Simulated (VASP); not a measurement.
# SiC (sol) (P6_3mc) in VASP: further runs

Runs on SiC (sol). Level: PBEsol. Tasks: single point.

Program: VASP 6.6.1. These are calculated values, not measurements. Logs are shortened: lines on timing, memory, paths and dates and some standing lists are left out, and cuts for length are marked.

**1. The cell of the first run**

The structure is hexagonal, space group P6_3mc (No. 186). The conventional cell has a = 3.076 Å, b = 3.076 Å, c = 5.048 Å, α = 90.00°, β = 90.00°, γ = 120.00°. Si (site symmetry 3m) has 4 C at 1.81 to 2.18 Å within 2.4 Å. C (site symmetry 3m) has 4 Si at 1.81 to 2.18 Å within 2.4 Å.

**2. Single point, PBEsol**

INCAR reads:

```
PREC = Accurate
ENCUT = 520
EDIFF = 1E-6
ISMEAR = 0
SIGMA = 0.01
LREAL = F
LASPH = T
NELM = 80
ALGO = Normal
ISIF = 2
LWAVE = F
LCHARG = T
GGA = PS
LELF = T
LVHAR = T
NBANDS = 16
```

KPOINTS reads:

```
regular mesh
0
Gamma
  12 12 6
```

POSCAR reads:

```
SiC
1.0
    3.0759836400      0.0000000000      0.0000000000
   -1.5379918200      2.6638799739      0.0000000000
    0.0000000000      0.0000000000      5.0478375098
Si C
2 2
Direct
    0.3333333333      0.6666666667     -0.0283507560
    0.6666666667      0.3333333333      0.4716492440
    0.3333333333      0.6666666667      0.4033507560
    0.6666666667      0.3333333333      0.9033507560
```

Potentials or basis: VASP PAW PBE potentials, release 64 (Si, C).

Started as:

```
$ cat potpaw_PBE.64/Si/POTCAR potpaw_PBE.64/C/POTCAR > POTCAR
$ mpirun -np 1 vasp_std > vasp.out
```

OUTCAR:

```text
PREC = Accurate
   ENCUT = 520
   EDIFF = 1E-6
   ISMEAR = 0
   LREAL = F
   LASPH = T
   NELM = 80
   ISIF = 2
   GGA = PS

 ion  position               nearest neighbor table
   1  0.333  0.667  0.972-   4 1.81   4 1.81   4 1.81   3 2.18   2 3.09   2 3.09   2 3.09   2 3.09
                             2 3.09   2 3.09
   2  0.667  0.333  0.472-   3 1.81   3 1.81   3 1.81   4 2.18   1 3.09   1 3.09   1 3.09   1 3.09
                             1 3.09   1 3.09
   3  0.333  0.667  0.403-   2 1.81   2 1.81   2 1.81   1 2.18
   4  0.667  0.333  0.903-   1 1.81   1 1.81   1 1.81   2 2.18

  LATTYP: Found a hexagonal cell.
 ALAT       =     3.0759836400
 C/A-ratio  =     1.6410482306

  Lattice vectors:

 A1 = (   3.0759836400,   0.0000000000,   0.0000000000)
 A2 = (  -1.5379918200,   2.6638799739,   0.0000000000)
 A3 = (   0.0000000000,   0.0000000000,   5.0478375098)

Analysis of symmetry for initial positions (statically):
=====================================================================
 Subroutine PRICEL returns:
 Original cell was already a primitive cell.

 Routine SETGRP: Setting up the symmetry group for a
 hexagonal supercell.

 Subroutine GETGRP returns: Found 12 space group operations
 (whereof  6 operations were pure point group operations)
 out of a pool of 24 trial point group operations.

The static configuration has the point symmetry C_3v.
 The point group associated with its full space group is C_6v.

Analysis of symmetry for dynamics (positions and initial velocities):
=====================================================================
 Subroutine PRICEL returns:
 Original cell was already a primitive cell.

 Routine SETGRP: Setting up the symmetry group for a
 hexagonal supercell.

 Subroutine GETGRP returns: Found 12 space group operations
 (whereof  6 operations were pure point group operations)
 out of a pool of 24 trial point group operations.

The dynamic configuration has the point symmetry C_3v.
 The point group associated with its full space group is C_6v.

 Subroutine INISYM returns: Found 12 space group operations
 (whereof  6 operations are pure point group operations),
 and found     1 'primitive' translations

----------------------------------------------------------------------------------------

                                     Primitive cell

  volume of cell :      41.3622

  direct lattice vectors                    reciprocal lattice vectors
     3.075983640  0.000000000  0.000000000     0.325099258  0.187696144  0.000000000
    -1.537991820  2.663879974  0.000000000     0.000000000  0.375392289  0.000000000
     0.000000000  0.000000000  5.047837510     0.000000000  0.000000000  0.198104634

  length of vectors
     3.075983640  3.075983640  5.047837510     0.375392289  0.375392289  0.198104634

  position of ions in fractional coordinates (direct lattice)
     0.333333333  0.666666667  0.971649244
     0.666666667  0.333333333  0.471649244
     0.333333333  0.666666667  0.403350756
     0.666666667  0.333333333  0.903350756

  ion indices of the primitive-cell ions
   primitive index   ion index
                 1           1
                 2           2
                 3           3
                 4           4

----------------------------------------------------------------------------------------

 KPOINTS: regular mesh

Automatic generation of k-mesh.
 Grid dimensions read from file:
 generate k-points for:   12   12    6

 Generating k-lattice:

  Cartesian coordinates                     Fractional coordinates (reciprocal lattice)
     0.027091605  0.015641345  0.000000000     0.083333333  0.000000000  0.000000000
     0.000000000  0.031282691  0.000000000     0.000000000  0.083333333  0.000000000
     0.000000000  0.000000000  0.033017439     0.000000000  0.000000000  0.166666667

  Length of vectors
     0.031282691  0.031282691  0.033017439

  Shift w.r.t. Gamma in fractional coordinates (k-lattice)
     0.000000000  0.000000000  0.000000000

 Subroutine IBZKPT returns following result:
 ===========================================

 Found     76 irreducible k-points:

 Following reciprocal coordinates:
            Coordinates               Weight
  0.000000  0.000000  0.000000      1.000000
  0.083333  0.000000  0.000000      6.000000
  0.166667  0.000000  0.000000      6.000000
  0.250000  0.000000  0.000000      6.000000
  0.333333  0.000000  0.000000      6.000000
  0.416667  0.000000  0.000000      6.000000
[... 16 lines left out ...]
  0.250000  0.000000  0.166667     12.000000
  0.333333  0.000000  0.166667     12.000000
 [... further k-points ...]
   k-points           NKPTS =     76   k-points in BZ     NKDIM =     76   number of bands    NBANDS=     16
   number of dos      NEDOS =    301   number of ions     NIONS =      4
   total plane-waves  NPLWV =  23040
   dimension x,y,z NGX =    24 NGY =   24 NGZ =   40
   dimension x,y,z NGXF=    48 NGYF=   48 NGZF=   80
   ions per type =               2   2
   NGX,Y,Z   is equivalent  to a cutoff of  12.97, 12.97, 13.17 a.u.
   NGXF,Y,Z  is equivalent  to a cutoff of  25.94, 25.94, 26.35 a.u.
 SYSTEM =  unknown system
   PREC   = accura    normal or accurate (medium, high low for compatibility)
   ISTART =      0    job   : 0-new  1-cont  2-samecut
   ICHARG =      2    charge: 1-file 2-atom 10-const
   ISPIN  =      1    spin polarized calculation?
   LNONCOLLINEAR =      F non collinear calculations
   LSORBIT =      F    spin-orbit coupling
   LASPH  =      T    aspherical Exc in radial PAW
   ENCUT  =  520.0 eV  38.22 Ry    6.18 a.u.   5.72  5.72  9.39*2*pi/ulx,y,z
   NELM   =     80;   NELMIN=  2; NELMDL= -5     # of ELM steps
   EDIFF  = 0.1E-05   stopping-criterion for ELM
   LREAL  =      F    real-space projection
   EDIFFG = 0.1E-04   stopping-criterion for IOM
   NSW    =      0    number of steps for IOM
   IBRION =     -1    ionic relax: 0-MD 1-quasi-New 2-CG
   NFREE  =      0    steps in history (QN), initial steepest desc. (CG)
   ISIF   =      2    stress and relaxation
   ISYM   =      2    0-nonsym 1-usesym 2-fastsym
   POTIM  = 0.5000    time-step for ionic-motion
   TEBEG  =    0.0;   TEEND  =   0.0 temperature during run
   PSTRESS=    0.0 pullay stress
   NELECT =      16.0000    total number of electrons
   NUPDOWN=      -1.0000    fix difference up-down
   EMIN   =  10.00;   EMAX   =-10.00  energy-range for DOS
   EFERMI =   0.00;   METHOD = LEGACY
   ISMEAR =     0;   SIGMA  =   0.01  broadening in eV -4-tet -1-fermi 0-gaus
   EFERMI_NEDOS =   21; number of points for ismear=-14 and -15
   IALGO  =     38    algorithm
   IMIX   =      4    mixing-type and parameters
     AMIX     =   0.40;   BMIX     =  1.00
     AMIX_MAG =   1.60;   BMIX_MAG =  1.00
  volume/ion in A,a.u.               =      10.34        69.78
  Fermi-wavevector in a.u.,A,eV,Ry     =   1.192834  2.254130 19.359102  1.422854
  Thomas-Fermi vector in A             =   2.328863
   LORBIT       =      0    0 simple, 1 ext, 2 COOP (PROOUT), +10 PAW based schemes
   GGA     = PS    functional components
   LHFCALC =     F    Hartree Fock is set to
   AEXX    =    0.0000 exact exchange contribution
   IVDW    =     0    specifies the selected vdW correction
   LEPSILON=     F    determine dielectric tensor
   LRPA    =     F    only Hartree local field effects (RPA)
 non-spin polarized calculation
 Gauss-broadening in eV      SIGMA  =   0.01
  energy-cutoff  :      520.00
  volume of cell :       41.36
 maximum number of plane-waves:      1132
 NGX is ok and might be reduce to    24
   NGX = 11   NGY = 11   NGZ = 19

 number of electron      16.0000000 magnetization

 Free energy of the ion-electron system (eV)
  ---------------------------------------------------
  ext. energy  EPLUGINS =         0.00000000
  ---------------------------------------------------
  free energy    TOTEN  =       -30.92327050 eV

  energy without entropy =      -30.92327050  energy(sigma->0) =      -30.92327050

 E-fermi :   9.4793     XC(G=0): -11.4902

 val. band max:        9.4157666148   @ k =   0.0000   0.0000   0.0000
 cond. band min:      10.6650403891   @ k =   0.5000   0.0000   0.0000
 fundamental gap:      1.2492737744
 Fermi energy:         9.4792610596

 k-point     1 :       0.0000    0.0000    0.0000
  band No.  band energies     occupation
      1      -7.4393      2.00000
      2      -4.1559      2.00000
      3       0.2004      2.00000
      4       6.3571      2.00000
      5       6.3571      2.00000
      6       7.4900      2.00000
[... 8 lines left out ...]
     15      16.5692      0.00000
     16      19.5713      0.00000

 k-point     2 :       0.0833    0.0000    0.0000
  band No.  band energies     occupation
      1      -7.3180      2.00000
      2      -4.0495      2.00000
      3       0.3199      2.00000
      4       5.7159      2.00000
      5       6.1617      2.00000
      6       7.0646      2.00000
[... 8 lines left out ...]
     15      16.9166      0.00000
     16      18.8391      0.00000

 k-point     3 :       0.1667    0.0000    0.0000
  band No.  band energies     occupation
      1      -6.9567      2.00000
      2      -3.7374      2.00000
      3       0.6723      2.00000
      4       4.2759      2.00000
      5       5.7123      2.00000
      6       6.0014      2.00000
[... 8 lines left out ...]
     15      17.7998      0.00000
     16      18.2385      0.00000

 k-point     4 :       0.2500    0.0000    0.0000
  band No.  band energies     occupation
      1      -6.3660      2.00000
      2      -3.2486      2.00000
      3       1.2165      2.00000
      4       2.6508      2.00000
      5       4.6548      2.00000
      6       5.2170      2.00000
[... 8 lines left out ...]
     15      17.7364      0.00000
     16      18.5030      0.00000
[... 324 lines left out ...]
 k-point    22 :       0.1667    0.0000    0.1667
  band No.  band energies     occupation
      1      -6.8252      2.00000
      2      -4.1621      2.00000
      3       1.3124      2.00000
      4       4.3903      2.00000
      5       5.7929      2.00000
      6       5.8000      2.00000
[... 8 lines left out ...]
     15      17.6034      0.00000
     16      18.7049      0.00000

 k-point    23 :       0.2500    0.0000    0.1667
  band No.  band energies     occupation
      1      -6.2364      2.00000
      2      -3.6470      2.00000
      3       1.7043      2.00000
      4       2.8968      2.00000
      5       4.3990      2.00000
      6       5.3043      2.00000
[... 8 lines left out ...]
     15      18.3936      0.00000
     16      18.5914      0.00000

 k-point    24 :       0.3333    0.0000    0.1667
  band No.  band energies     occupation
      1      -5.4458      2.00000
      2      -3.0160      2.00000
      3       0.9203      2.00000
      4       2.8119      2.00000
      5       2.9974      2.00000
      6       4.8953      2.00000
[... 8 lines left out ...]
     15      18.7963      0.00000
     16      19.8212      0.00000

 [... further k-points ...]
[... 5 lines left out ...]
  --------------------------------------------------------------------------------------
  -------------------------------------------------------------------------------------
  Total        3.0192322      3.0192322     -1.5551032      0.0000000      0.0000000     -0.0000000
  in kB      116.9507609    116.9507609    -60.2373349      0.0000000      0.0000000     -0.0000000
  external PRESSURE =      57.8880623 kB  Pullay stress =       0.0000000 kB

 VOLUME and BASIS-vectors are now :
 -----------------------------------------------------------------------------
  energy-cutoff  :      520.00
  volume of cell :       41.36
      direct lattice vectors                 reciprocal lattice vectors
     3.075983640  0.000000000  0.000000000     0.325099258  0.187696144  0.000000000
    -1.537991820  2.663879974  0.000000000     0.000000000  0.375392289  0.000000000
     0.000000000  0.000000000  5.047837510     0.000000000  0.000000000  0.198104634

 POSITION                                       TOTAL-FORCE (eV/Angst)
 -----------------------------------------------------------------------------------
     -0.00000      1.77592      4.90473         0.000000     -0.000000      2.335474
      1.53799      0.88796      2.38081         0.000000     -0.000000      2.335474
     -0.00000      1.77592      2.03605         0.000000     -0.000000     -2.335474
      1.53799      0.88796      4.55997        -0.000000      0.000000     -2.335474
 -----------------------------------------------------------------------------------
    total drift:                               -0.000000      0.000000     -0.000004

  FREE ENERGIE OF THE ION-ELECTRON SYSTEM (eV)
  ---------------------------------------------------
  free  energy   TOTEN  =       -30.9232705007 eV

  energy  without entropy=      -30.9232705007  energy(sigma->0) =      -30.92327050
```

It took 16 s on 1 thread of Intel Xeon 6975P-C, shared host; peak memory 0.18 GiB.

What came out:

* Free energy: -30.9233 eV
* Pressure: 5.8 GPa
* Largest force: 2.335 eV/Å
* Band gap on the k mesh: 1.25 eV, indirect (least direct gap 3.42 eV)

Forces in eV/Å, atoms in the order of the input:
```
Si   0.000  0.000  2.335
Si   0.000  0.000  2.335
C    0.000  0.000 -2.335
C    0.000  0.000 -2.335
```

Caveat: the PAW data sets were made with another functional, which shifts forces and pressure a little.

**3. Single point, PBEsol**

INCAR reads:

```
SYSTEM = SiC
PREC = Accurate
ENCUT = 520
EDIFF = 1E-6
ISMEAR = 0
SIGMA = 0.01
LREAL = .FALSE.
LASPH = .TRUE.
NELM = 80
ALGO = Normal
ISIF = 2
LWAVE = .FALSE.
LCHARG = .TRUE.
GGA = PS
LELF = .TRUE.
LVHAR = .TRUE.
NBANDS = 16
```

KPOINTS reads:

```
Automatic mesh
0
G
  12 12 6
  0 0 0
```

POSCAR reads:

```
SiC
1.0
    3.0759836400      0.0000000000      0.0000000000
   -1.5379918200      2.6638799739      0.0000000000
    0.0000000000      0.0000000000      5.0478375098
Si C
2 2
Direct
    0.3333333333      0.6666666667     -0.0376641862
    0.6666666667      0.3333333333      0.4623358138
    0.3333333333      0.6666666667      0.4126641862
    0.6666666667      0.3333333333      0.9126641862
```

Potentials or basis: VASP PAW PBE potentials, release 64 (Si, C).

Started as:

```
$ cat potpaw_PBE.64/Si/POTCAR potpaw_PBE.64/C/POTCAR > POTCAR
$ mpirun -np 1 vasp_std > vasp.out
```

It took 19 s on 1 thread of Intel Xeon 6975P-C, shared host; peak memory 0.18 GiB.

It converged, with:

```yaml
Free_energy: -30.4993 eV
Pressure: 8.2 GPa
Largest_force: 2.104 eV/Å
Band_gap_on_the_k_mesh: 0.94 eV, indirect (least direct gap 3.11 eV)
```

Forces on the atoms (eV/Å):
```
Si   0.000  0.000  2.104
Si   0.000  0.000  2.104
C    0.000  0.000 -2.104
C    0.000  0.000 -2.104
```

Stress tensor (GPa, compression positive):
```
14.42  0.00  0.00
 0.00 14.42  0.00
 0.00  0.00 -4.35
```

Levels at points of the mesh, in eV from the valence-band top:
| k point | band 5 | band 6 | band 7 | band 8 | band 9 | band 10 | band 11 | band 12 |
| --- | --- | --- | --- | --- | --- | --- | --- | --- |
| (0.00, 0.00, 0.00) | -3.46 | -2.37 | -2.37 | 0.00 | 3.14 | 4.26 | 5.00 | 5.00 |
| (0.50, 0.00, 0.00) | -5.99 | -5.34 | -3.68 | -3.60 | 0.94 | 3.33 | 4.71 | 7.05 |
| (0.00, 0.00, 0.50) | -2.95 | -2.95 | -2.95 | -2.95 | 4.24 | 4.24 | 5.57 | 5.57 |
| (0.50, 0.00, 0.50) | -4.59 | -4.59 | -2.80 | -2.80 | 1.77 | 1.77 | 2.73 | 2.73 |

Caveat: the PAW data sets were made with another functional, which shifts forces and pressure a little.
